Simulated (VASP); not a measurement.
# Y (P6_3/mmc) in VASP: single point with LDA

Aim: the single point of Y with LDA.

Everything below comes from runs of VASP 6.6.1. Logs are shortened: lines on timing, memory, paths and dates and some standing lists are left out, and cuts for length are marked.

**1. The cell of the first run**

Symmetry: P6_3/mmc, No. 194, hexagonal system. The conventional cell has a = 3.700 Å, b = 3.700 Å, c = 5.823 Å, α = 90.00°, β = 90.00°, γ = 120.00°. Within 4.7 Å of Y (site symmetry -6m2) lie 12 Y at 3.61 to 3.70 Å.

**2. Single point, LDA (volume scaled by 1.04)**

Contents of INCAR:

```
ALGO     = Normal         # electronic algorithm
EDIFF    = 1E-6           # SCF threshold, eV
ENCUT    = 520            # plane-wave cutoff, eV
GGA      = CA             # functional
ISIF     = 2              # what is computed and relaxed
ISMEAR   = -1             # smearing method
LASPH    = True           # aspherical terms in the spheres
LCHARG   = False          # write CHGCAR
LREAL    = False          # projectors in reciprocal space
LWAVE    = False          # write WAVECAR
NBANDS   = 18             # bands
NELM     = 80             # most SCF steps
PREC     = Accurate       # precision mode
SIGMA    = 0.08           # smearing width, eV
```

Contents of KPOINTS:

```
k-points
0
Gamma
  12 12 7
```

Contents of POSCAR:

```
Y
1.0
    3.6995507901      0.0000000000      0.0000000000
   -1.8497753950      3.2039049668      0.0000000000
    0.0000000000      0.0000000000      5.8230323575
Y
2
Direct
    0.3333333333      0.6666666667      0.2500000000
    0.6666666667      0.3333333333      0.7500000000
```

Potentials or basis: VASP PAW LDA potentials, release 64 (Y_sv).

The run is started by

```console
$ cat potpaw_LDA.64/Y_sv/POTCAR > POTCAR
$ mpirun -np 1 vasp_std > vasp.out
```

OUTCAR:

```text
EDIFF = 1E-6
   ENCUT = 520
   GGA = CA
   ISIF = 2
   ISMEAR = -1
   LASPH = True
   LREAL = False
   NELM = 80
   PREC = Accurate

 ion  position               nearest neighbor table
   1  0.333  0.667  0.250-   2 3.61   2 3.61   2 3.61   2 3.61   2 3.61   2 3.61
   2  0.667  0.333  0.750-   1 3.61   1 3.61   1 3.61   1 3.61   1 3.61   1 3.61

  LATTYP: Found a hexagonal cell.
 ALAT       =     3.6995507901
 C/A-ratio  =     1.5739836234

  Lattice vectors:

 A1 = (   3.6995507901,   0.0000000000,   0.0000000000)
 A2 = (  -1.8497753950,   3.2039049668,   0.0000000000)
 A3 = (   0.0000000000,   0.0000000000,   5.8230323575)

Analysis of symmetry for initial positions (statically):
=====================================================================
 Subroutine PRICEL returns:
 Original cell was already a primitive cell.

 Routine SETGRP: Setting up the symmetry group for a
 hexagonal supercell.

 Subroutine GETGRP returns: Found 24 space group operations
 (whereof 12 operations were pure point group operations)
 out of a pool of 24 trial point group operations.

The static configuration has the point symmetry D_3d.
 The point group associated with its full space group is D_6h.

Analysis of symmetry for dynamics (positions and initial velocities):
=====================================================================
 Subroutine PRICEL returns:
 Original cell was already a primitive cell.

 Routine SETGRP: Setting up the symmetry group for a
 hexagonal supercell.

 Subroutine GETGRP returns: Found 24 space group operations
 (whereof 12 operations were pure point group operations)
 out of a pool of 24 trial point group operations.

The dynamic configuration has the point symmetry D_3d.
 The point group associated with its full space group is D_6h.

 Subroutine INISYM returns: Found 24 space group operations
 (whereof 12 operations are pure point group operations),
 and found     1 'primitive' translations

----------------------------------------------------------------------------------------

                                     Primitive cell

  volume of cell :      69.0205

  direct lattice vectors                    reciprocal lattice vectors
     3.699550790  0.000000000  0.000000000     0.270303087  0.156059560  0.000000000
    -1.849775395  3.203904967  0.000000000     0.000000000  0.312119120  0.000000000
     0.000000000  0.000000000  5.823032357     0.000000000  0.000000000  0.171731830

  length of vectors
     3.699550790  3.699550790  5.823032357     0.312119120  0.312119120  0.171731830

  position of ions in fractional coordinates (direct lattice)
     0.333333333  0.666666667  0.250000000
     0.666666667  0.333333333  0.750000000

  ion indices of the primitive-cell ions
   primitive index   ion index
                 1           1
                 2           2

----------------------------------------------------------------------------------------

 KPOINTS: k-points

Automatic generation of k-mesh.
 Grid dimensions read from file:
 generate k-points for:   12   12    7

 Generating k-lattice:

  Cartesian coordinates                     Fractional coordinates (reciprocal lattice)
     0.022525257  0.013004963  0.000000000     0.083333333 -0.000000000  0.000000000
     0.000000000  0.026009927  0.000000000     0.000000000  0.083333333  0.000000000
     0.000000000  0.000000000  0.024533119     0.000000000  0.000000000  0.142857143

  Length of vectors
     0.026009927  0.026009927  0.024533119

  Shift w.r.t. Gamma in fractional coordinates (k-lattice)
     0.000000000  0.000000000  0.000000000

 Subroutine IBZKPT returns following result:
 ===========================================

 Found     76 irreducible k-points:

 Following reciprocal coordinates:
            Coordinates               Weight
  0.000000  0.000000  0.000000      1.000000
  0.083333 -0.000000  0.000000      6.000000
  0.166667 -0.000000  0.000000      6.000000
  0.250000 -0.000000  0.000000      6.000000
  0.333333  0.000000  0.000000      6.000000
  0.416667 -0.000000  0.000000      6.000000
[... 16 lines left out ...]
  0.250000 -0.000000  0.142857     12.000000
  0.333333  0.000000  0.142857     12.000000
 [... further k-points ...]
   k-points           NKPTS =     76   k-points in BZ     NKDIM =     76   number of bands    NBANDS=     18
   number of dos      NEDOS =    301   number of ions     NIONS =      2
   total plane-waves  NPLWV =  37632
   dimension x,y,z NGX =    28 NGY =   28 NGZ =   48
   dimension x,y,z NGXF=    56 NGYF=   56 NGZF=   96
   ions per type =               2
   NGX,Y,Z   is equivalent  to a cutoff of  12.58, 12.58, 13.70 a.u.
   NGXF,Y,Z  is equivalent  to a cutoff of  25.16, 25.16, 27.41 a.u.
 SYSTEM =  unknown system
   PREC   = accura    normal or accurate (medium, high low for compatibility)
   ISTART =      0    job   : 0-new  1-cont  2-samecut
   ICHARG =      2    charge: 1-file 2-atom 10-const
   ISPIN  =      1    spin polarized calculation?
   LNONCOLLINEAR =      F non collinear calculations
   LSORBIT =      F    spin-orbit coupling
   LASPH  =      T    aspherical Exc in radial PAW
   ENCUT  =  520.0 eV  38.22 Ry    6.18 a.u.   6.88  6.88 10.83*2*pi/ulx,y,z
   NELM   =     80;   NELMIN=  2; NELMDL= -5     # of ELM steps
   EDIFF  = 0.1E-05   stopping-criterion for ELM
   LREAL  =      F    real-space projection
   EDIFFG = 0.1E-04   stopping-criterion for IOM
   NSW    =      0    number of steps for IOM
   IBRION =     -1    ionic relax: 0-MD 1-quasi-New 2-CG
   NFREE  =      0    steps in history (QN), initial steepest desc. (CG)
   ISIF   =      2    stress and relaxation
   ISYM   =      2    0-nonsym 1-usesym 2-fastsym
   POTIM  = 0.5000    time-step for ionic-motion
   TEBEG  =    0.0;   TEEND  =   0.0 temperature during run
   PSTRESS=    0.0 pullay stress
   NELECT =      22.0000    total number of electrons
   NUPDOWN=      -1.0000    fix difference up-down
   EMIN   =  10.00;   EMAX   =-10.00  energy-range for DOS
   EFERMI =   0.00;   METHOD = LEGACY
   ISMEAR =    -1;   SIGMA  =   0.08  broadening in eV -4-tet -1-fermi 0-gaus
   EFERMI_NEDOS =   21; number of points for ismear=-14 and -15
   IALGO  =     38    algorithm
   IMIX   =      4    mixing-type and parameters
     AMIX     =   0.40;   BMIX     =  1.00
     AMIX_MAG =   1.60;   BMIX_MAG =  1.00
  volume/ion in A,a.u.               =      34.51       232.89
  Fermi-wavevector in a.u.,A,eV,Ry     =   1.118295  2.113271 17.015230  1.250584
  Thomas-Fermi vector in A             =   2.254925
   LORBIT       =      0    0 simple, 1 ext, 2 COOP (PROOUT), +10 PAW based schemes
   GGA     = CA    functional components
   LHFCALC =     F    Hartree Fock is set to
   AEXX    =    0.0000 exact exchange contribution
   IVDW    =     0    specifies the selected vdW correction
   LEPSILON=     F    determine dielectric tensor
   LRPA    =     F    only Hartree local field effects (RPA)
 non-spin polarized calculation
  energy-cutoff  :      520.00
  volume of cell :       69.02
 maximum number of plane-waves:      1882
 NGX is ok and might be reduce to    28
   NGX = 13   NGY = 13   NGZ = 21

 number of electron      22.0000000 magnetization

 Free energy of the ion-electron system (eV)
  ---------------------------------------------------
  ext. energy  EPLUGINS =         0.00000000
  ---------------------------------------------------
  free energy    TOTEN  =       -13.76487733 eV

  energy without entropy =      -13.67893581  energy(sigma->0) =      -13.72190657

 E-fermi :   2.5916     XC(G=0):  -9.4510

 val. band max:        2.5832376980   @ k =   0.4167   0.0833   0.4286
 cond. band min:       2.5919087070   @ k =   0.2500   0.2500   0.2857
 fundamental gap:      0.0086710090
 Fermi energy:         2.5916258128

 k-point     1 :       0.0000    0.0000    0.0000
  band No.  band energies     occupation
      1     -39.9886      2.00000
      2     -39.9286      2.00000
      3     -20.3357      2.00000
      4     -19.9265      2.00000
      5     -19.9265      2.00000
      6     -19.8495      2.00000
[... 10 lines left out ...]
     17       5.2115      0.00000
     18       5.2115      0.00000

 k-point     2 :       0.0833   -0.0000    0.0000
  band No.  band energies     occupation
      1     -39.9858      2.00000
      2     -39.9276      2.00000
      3     -20.3250      2.00000
      4     -19.9482      2.00000
      5     -19.9339      2.00000
      6     -19.8723      2.00000
[... 10 lines left out ...]
     17       5.0312      0.00000
     18       5.0826      0.00000

 k-point     3 :       0.1667   -0.0000    0.0000
  band No.  band energies     occupation
      1     -39.9778      2.00000
      2     -39.9249      2.00000
      3     -20.2946      2.00000
      4     -20.0074      2.00000
      5     -19.9534      2.00000
      6     -19.9332      2.00000
[... 10 lines left out ...]
     17       5.1066      0.00000
     18       5.2717      0.00000

 k-point     4 :       0.2500   -0.0000    0.0000
  band No.  band energies     occupation
      1     -39.9664      2.00000
      2     -39.9217      2.00000
      3     -20.2487      2.00000
      4     -20.0887      2.00000
      5     -20.0134      2.00000
      6     -19.9790      2.00000
[... 10 lines left out ...]
     17       5.5788      0.00000
     18       5.8276      0.00000

 k-point     5 :       0.3333    0.0000    0.0000
  band No.  band energies     occupation
      1     -39.9540      2.00000
      2     -39.9195      2.00000
      3     -20.1944      2.00000
      4     -20.1704      2.00000
      5     -20.0906      2.00000
      6     -20.0037      2.00000
[... 10 lines left out ...]
     17       6.2029      0.00000
     18       6.5057      0.00000

 k-point     6 :       0.4167   -0.0000    0.0000
  band No.  band energies     occupation
      1     -39.9437      2.00000
      2     -39.9191      2.00000
      3     -20.2301      2.00000
      4     -20.1455      2.00000
      5     -20.1436      2.00000
      6     -20.0213      2.00000
[... 10 lines left out ...]
     17       7.0270      0.00000
     18       7.1833      0.00000

 k-point     7 :       0.5000   -0.0000    0.0000
  band No.  band energies     occupation
      1     -39.9393      2.00000
      2     -39.9196      2.00000
      3     -20.2519      2.00000
      4     -20.1652      2.00000
      5     -20.1197      2.00000
      6     -20.0277      2.00000
[... 10 lines left out ...]
     17       7.6277      0.00000
     18       7.7601      0.00000

 k-point     8 :       0.0833    0.0833    0.0000
  band No.  band energies     occupation
      1     -39.9804      2.00000
      2     -39.9257      2.00000
      3     -20.3045      2.00000
      4     -19.9843      2.00000
      5     -19.9562      2.00000
      6     -19.9065      2.00000
[... 10 lines left out ...]
     17       4.9445      0.00000
     18       5.1996      0.00000
[... 229 lines left out ...]
     17       6.9469      0.00000
     18       7.3499      0.00000

 k-point    20 :       0.0000    0.0000    0.1429
  band No.  band energies     occupation
      1     -39.9857      2.00000
      2     -39.9316      2.00000
      3     -20.3115      2.00000
      4     -19.9228      2.00000
      5     -19.9228      2.00000
      6     -19.8534      2.00000
[... 10 lines left out ...]
     17       5.4138      0.00000
     18       5.4138      0.00000

 k-point    21 :       0.0833   -0.0000    0.1429
  band No.  band energies     occupation
      1     -39.9829      2.00000
      2     -39.9305      2.00000
      3     -20.3024      2.00000
      4     -19.9436      2.00000
      5     -19.9299      2.00000
      6     -19.8857      2.00000
[... 10 lines left out ...]
     17       5.3273      0.00000
     18       5.3436      0.00000

 k-point    22 :       0.1667   -0.0000    0.1429
  band No.  band energies     occupation
      1     -39.9752      2.00000
      2     -39.9275      2.00000
      3     -20.2769      2.00000
      4     -20.0004      2.00000
      5     -19.9496      2.00000
      6     -19.9489      2.00000
[... 10 lines left out ...]
     17       5.3248      0.00000
     18       5.3773      0.00000

 k-point    23 :       0.2500   -0.0000    0.1429
  band No.  band energies     occupation
      1     -39.9642      2.00000
      2     -39.9239      2.00000
      3     -20.2430      2.00000
      4     -20.0748      2.00000
      5     -20.0292      2.00000
      6     -19.9738      2.00000
[... 10 lines left out ...]
     17       5.6903      0.00000
     18       5.7887      0.00000

 k-point    24 :       0.3333    0.0000    0.1429
  band No.  band energies     occupation
      1     -39.9523      2.00000
      2     -39.9212      2.00000
      3     -20.2269      2.00000
      4     -20.1315      2.00000
      5     -20.0980      2.00000
      6     -19.9980      2.00000
[... 10 lines left out ...]
     17       6.2269      0.00000
     18       6.4224      0.00000

 [... further k-points ...]

------------------------ aborting loop because EDIFF is reached ----------------------------------------

  FORCE on cell =-STRESS in cart. coord.  units (eV):
  Direction    XX          YY          ZZ          XY          YZ          ZX
  --------------------------------------------------------------------------------------
  -------------------------------------------------------------------------------------
  Total       -2.1472544     -2.1472544     -2.4020918     -0.0000000     -0.0000000      0.0000000
  in kB      -49.8443867    -49.8443867    -55.7599483     -0.0000000     -0.0000000      0.0000000
  external PRESSURE =     -51.8162405 kB  Pullay stress =       0.0000000 kB

 VOLUME and BASIS-vectors are now :
 -----------------------------------------------------------------------------
  energy-cutoff  :      520.00
  volume of cell :       69.02
      direct lattice vectors                 reciprocal lattice vectors
     3.699550790  0.000000000  0.000000000     0.270303087  0.156059560  0.000000000
    -1.849775395  3.203904967  0.000000000     0.000000000  0.312119120  0.000000000
     0.000000000  0.000000000  5.823032357     0.000000000  0.000000000  0.171731830

 POSITION                                       TOTAL-FORCE (eV/Angst)
 -----------------------------------------------------------------------------------
     -0.00000      2.13594      1.45576        -0.000000      0.000000      0.000000
      1.84978      1.06797      4.36727         0.000000     -0.000000      0.000000
 -----------------------------------------------------------------------------------
    total drift:                               -0.000000      0.000000     -0.000000

  FREE ENERGIE OF THE ION-ELECTRON SYSTEM (eV)
  ---------------------------------------------------
  free  energy   TOTEN  =       -13.7648773332 eV

  energy  without entropy=      -13.6789358056  energy(sigma->0) =      -13.72190657
```

Run time: 56 s. Hardware: 1 thread of Intel Xeon 6975P-C (Granite Rapids), shared host; peak memory 0.22 GiB.

Results:

```yaml
Free_energy: -13.7649 eV
Pressure: -5.2 GPa
Band_gap_on_the_k_mesh: zero (band 11 reaches 3.40 eV, above the bottom of band 12 at 2.18 eV)
```

Levels at points of the mesh, in eV from the Fermi level:
| k point | band 9 | band 10 | band 11 | band 12 | band 13 | band 14 |
| --- | --- | --- | --- | --- | --- | --- |
| (0.00, 0.00, 0.00) | -4.60 | -1.82 | 0.81 | 1.65 | 1.65 | 1.90 |
| (0.50, 0.00, 0.00) | -1.66 | -1.11 | -0.75 | -0.12 | 1.29 | 1.39 |
